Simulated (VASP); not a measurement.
# Ag (Fm-3m) in VASP: notebook, part 2 of 2

VASP 6.6.1. Earlier steps stand in the parts before.

## 4. Single point, r2SCAN

POSCAR

```
Ag
1.0
    0.0000000000      2.0519023311      2.0519023311
    2.0519023311      0.0000000000      2.0519023311
    2.0519023311      2.0519023311      0.0000000000
Ag
1
Direct
    0.0000000000      0.0000000000      0.0000000000
```

INCAR.step1

```
PREC     = Accurate       # precision mode
ENCUT    = 520            # plane-wave cutoff, eV
ISMEAR   = -1             # smearing method
SIGMA    = 1.0            # smearing width, eV
LREAL    = F              # projectors in reciprocal space
LASPH    = T              # aspherical terms in the spheres
NELM     = 80             # most SCF steps
NBANDS   = 12             # bands
GGA      = PE             # functional
ALGO     = Normal         # electronic algorithm
EDIFF    = 1E-4           # SCF threshold, eV
LWAVE    = T              # write WAVECAR
LCHARG   = F              # write CHGCAR
```

INCAR.step2

```
PREC     = Accurate       # precision mode
ENCUT    = 520            # plane-wave cutoff, eV
EDIFF    = 1E-6           # SCF threshold, eV
ISMEAR   = -1             # smearing method
SIGMA    = 1.0            # smearing width, eV
LREAL    = F              # projectors in reciprocal space
LASPH    = T              # aspherical terms in the spheres
NELM     = 80             # most SCF steps
ALGO     = Normal         # electronic algorithm
ISIF     = 2              # what is computed and relaxed
LWAVE    = F              # write WAVECAR
LCHARG   = F              # write CHGCAR
METAGGA  = R2SCAN         # meta-GGA
LMIXTAU  = T            
NBANDS   = 12             # bands
ISTART   = 1
```

KPOINTS

```
regular mesh
0
Gamma
  13 13 13
```

Potentials or basis: VASP PAW PBE potentials, release 64 (Ag).

Command:

```bash
cat potpaw_PBE.64/Ag/POTCAR > POTCAR
cp INCAR.step1 INCAR
mpirun -np 1 vasp_std > vasp.out
cp INCAR.step2 INCAR
mpirun -np 1 vasp_std > vasp.out
```

OUTCAR:

```text
PREC = Accurate
   ENCUT = 520
   EDIFF = 1E-6
   ISMEAR = -1
   LREAL = F
   LASPH = T
   NELM = 80
   ISIF = 2
   METAGGA = R2SCAN
   ISTART = 1

 ion  position               nearest neighbor table
   1  0.000  0.000  0.000-

  LATTYP: Found a face centered cubic cell.
 ALAT       =     4.1038046622

  Lattice vectors:

 A1 = (   0.0000000000,   2.0519023311,   2.0519023311)
 A2 = (   2.0519023311,   0.0000000000,   2.0519023311)
 A3 = (   2.0519023311,   2.0519023311,   0.0000000000)
[... 529 lines left out ...]
      3       3.3878      1.98808
      4       3.6799      1.98407
      5       4.8475      1.94968
      6       7.8107      1.33360
      7      14.0209      0.00801
      8      22.9575      0.00000
      9      24.1641      0.00000
     10      25.3255      0.00000
     11      33.8506      0.00000
     12      33.8855      0.00000

 [... further k-points ...]
[... 5 lines left out ...]
  --------------------------------------------------------------------------------------
  -------------------------------------------------------------------------------------
  Total        0.4190691      0.4190691      0.4190691     -0.0000000      0.0000000     -0.0000000
  in kB       38.8594092     38.8594092     38.8594092     -0.0000000      0.0000000     -0.0000000
  external PRESSURE =      38.8594092 kB  Pullay stress =       0.0000000 kB

 VOLUME and BASIS-vectors are now :
 -----------------------------------------------------------------------------
  energy-cutoff  :      520.00
  volume of cell :       17.28
      direct lattice vectors                 reciprocal lattice vectors
     0.000000000  2.051902331  2.051902331    -0.243676316  0.243676316  0.243676316
     2.051902331  0.000000000  2.051902331     0.243676316 -0.243676316  0.243676316
     2.051902331  2.051902331  0.000000000     0.243676316  0.243676316 -0.243676316

 POSITION                                       TOTAL-FORCE (eV/Angst)
 -----------------------------------------------------------------------------------
      0.00000      0.00000      0.00000         0.000000      0.000000      0.000000
 -----------------------------------------------------------------------------------
    total drift:                                0.000000      0.000000     -0.000000

  FREE ENERGIE OF THE ION-ELECTRON SYSTEM (eV)
  ---------------------------------------------------
  free  energy   TOTEN  =       -21.8537973903 eV

  energy  without entropy=      -20.6293456942  energy(sigma->0) =      -21.24157154
```

OUTCAR.step1:

```text
PREC = Accurate
   ENCUT = 520
   ISMEAR = -1
   LREAL = F
   LASPH = T
   NELM = 80
[... 574 lines left out ...]

 POSITION                                       TOTAL-FORCE (eV/Angst)
 -----------------------------------------------------------------------------------
      0.00000      0.00000      0.00000        -0.000000      0.000000      0.000000
 -----------------------------------------------------------------------------------
    total drift:                               -0.000000      0.000000     -0.000000

  FREE ENERGIE OF THE ION-ELECTRON SYSTEM (eV)
  ---------------------------------------------------
  free  energy   TOTEN  =        -3.2554421856 eV

  energy  without entropy=       -1.9097927479  energy(sigma->0) =       -2.58261747
```

OSZICAR.step1:

```text
N       E                     dE             d eps       ncg     rms          rms(c)
DAV:   1     0.522659548617E+02    0.52266E+02   -0.55609E+03  2032   0.829E+02
DAV:   2    -0.275916680924E+01   -0.55025E+02   -0.52263E+02  2352   0.197E+02
DAV:   3    -0.360721377250E+01   -0.84805E+00   -0.84709E+00  2360   0.255E+01
DAV:   4    -0.360984666864E+01   -0.26329E-02   -0.26328E-02  2344   0.150E+00
DAV:   5    -0.360986777991E+01   -0.21111E-04   -0.21111E-04  2360   0.121E-01    0.603E+00
DAV:   6    -0.326784745657E+01    0.34202E+00   -0.13316E+00  2220   0.106E+01    0.391E+00
DAV:   7    -0.325923271228E+01    0.86147E-02   -0.70130E-03  2300   0.857E-01    0.221E+00
DAV:   8    -0.325542583811E+01    0.38069E-02   -0.81247E-04  2316   0.211E-01    0.768E-02
DAV:   9    -0.325544218563E+01   -0.16348E-04   -0.93562E-06  1296   0.239E-02
   1 F= -.32554422E+01 E0= -.25826175E+01  d E =-.134565E+01
```

Wall time 37 s (1 thread of Intel Xeon 6975P-C, shared host); peak memory 0.15 GiB.

What came out:

```yaml
Free_energy: -21.8538 eV
Pressure: 3.9 GPa
```

Levels at points of the mesh, in eV from the Fermi level:
| k point | band 4 | band 5 | band 6 | band 7 | band 8 | band 9 |
| --- | --- | --- | --- | --- | --- | --- |
| (0.00, 0.00, 0.00) | -5.48 | -4.47 | -4.47 | 16.34 | 20.01 | 20.01 |

Caveat: the PAW data sets were made with another functional, which shifts forces and pressure a little.

## 5. Single point, r2SCAN

POSCAR is that of step 4.

INCAR.step1

```
SYSTEM = Ag
PREC     = Accurate       ! precision mode
ENCUT    = 520            ! plane-wave cutoff, eV
ISMEAR   = 0              ! smearing method
SIGMA    = 0.01           ! smearing width, eV
LREAL    = .FALSE.        ! projectors in reciprocal space
LASPH    = .TRUE.         ! aspherical terms in the spheres
NELM     = 60             ! most SCF steps
NBANDS   = 12             ! bands
GGA      = PE             ! functional
ALGO     = Normal         ! electronic algorithm
EDIFF    = 1E-4           ! SCF threshold, eV
LWAVE    = .TRUE.         ! write WAVECAR
LCHARG   = .FALSE.        ! write CHGCAR
```

INCAR.step2

```
SYSTEM = Ag
PREC     = Accurate       ! precision mode
ENCUT    = 520            ! plane-wave cutoff, eV
EDIFF    = 1E-6           ! SCF threshold, eV
ISMEAR   = 0              ! smearing method
SIGMA    = 0.01           ! smearing width, eV
LREAL    = .FALSE.        ! projectors in reciprocal space
LASPH    = .TRUE.         ! aspherical terms in the spheres
NELM     = 60             ! most SCF steps
ALGO     = Normal         ! electronic algorithm
ISIF     = 2              ! what is computed and relaxed
LWAVE    = .FALSE.        ! write WAVECAR
LCHARG   = .FALSE.        ! write CHGCAR
METAGGA  = R2SCAN         ! meta-GGA
LMIXTAU  = .TRUE.       
NBANDS   = 12             ! bands
ISTART   = 1
```

KPOINTS

```
Automatic mesh
0
G
  13 13 13
  0 0 0
```

Command:

```bash
cat potpaw_PBE.64/Ag/POTCAR > POTCAR
cp INCAR.step1 INCAR
mpirun -np 1 vasp_std > vasp.out
cp INCAR.step2 INCAR
mpirun -np 1 vasp_std > vasp.out
```

Run time: 32 s. Hardware: 1 thread of Intel Xeon 6975P-C, shared host; peak memory 0.15 GiB.

It converged, with:

| Property | Result |
| --- | --- |
| Free energy | -21.3544 eV |
| Pressure | 0.0 GPa |

Levels at points of the mesh, in eV from the Fermi level:
| k point | band 4 | band 5 | band 6 | band 7 | band 8 | band 9 |
| --- | --- | --- | --- | --- | --- | --- |
| (0.00, 0.00, 0.00) | -5.31 | -4.29 | -4.29 | 16.41 | 20.06 | 20.06 |

Caveat: the PAW data sets were made with another functional, which shifts forces and pressure a little.

## 6. Single point, r2SCAN

POSCAR is that of step 5.

INCAR.step1

```
SYSTEM = Ag
PREC = Accurate
ENCUT = 520
ISMEAR = 0
SIGMA = 0.03
LREAL = .FALSE.
LASPH = .TRUE.
NELM = 80
NBANDS = 12
GGA = PE
ALGO = Normal
EDIFF = 1E-4
LWAVE = .TRUE.
LCHARG = .FALSE.
```

INCAR.step2

```
SYSTEM = Ag
PREC = Accurate
ENCUT = 520
EDIFF = 1E-6
ISMEAR = 0
SIGMA = 0.03
LREAL = .FALSE.
LASPH = .TRUE.
NELM = 80
ALGO = Normal
ISIF = 2
LWAVE = .FALSE.
LCHARG = .FALSE.
METAGGA = R2SCAN
LMIXTAU = .TRUE.
NBANDS = 12
ISTART = 1
```

KPOINTS is that of step 5.

Potentials or basis: VASP PAW PBE potentials, release 64 (Ag).

Command:

```bash
cat potpaw_PBE.64/Ag/POTCAR > POTCAR
cp INCAR.step1 INCAR
mpirun -np 1 vasp_std > vasp.out
cp INCAR.step2 INCAR
mpirun -np 1 vasp_std > vasp.out
```

It took 34 s on 1 thread of Intel Xeon 6975P-C, shared host; peak memory 0.15 GiB.

The run converged. Its results:

```yaml
Free_energy: -21.3545 eV
Pressure: -0.1 GPa
```

Levels at points of the mesh, in eV from the Fermi level:
```csv
k point,band 2,band 3,band 4,band 5,band 6,band 7,band 8,band 9,band 10,band 11
"(0.00, 0.00, 0.00)",-5.31,-5.31,-5.31,-4.29,-4.29,16.41,20.06,20.06,20.06,24.98
```

Caveat: the PAW data sets were made with another functional, which shifts forces and pressure a little.

## 7. Summary

```csv
smearing,gap on the mesh (eV),pressure (GPa)
fermi-dirac 0.3 eV,none,0.4
fermi-dirac 0.6 eV,none,1.0
fermi-dirac 1 eV,none,3.9
gaussian 0.01 eV,none,0.0
gaussian 0.03 eV,none,-0.1
```

Alike in all rows: task single point; level r2SCAN; potentials or basis VASP PAW PBE potentials, release 64 (Ag); no spin polarisation; cell as given; k mesh 13 × 13 × 13; cutoff (eV) 520.

Every run on the cell as given and a fine mesh finds a metal.

Caveats: the PAW data sets were made with another functional, which shifts forces and pressure a little.

Total energies depend on the potentials used, so only differences within one code and one set of settings carry meaning.
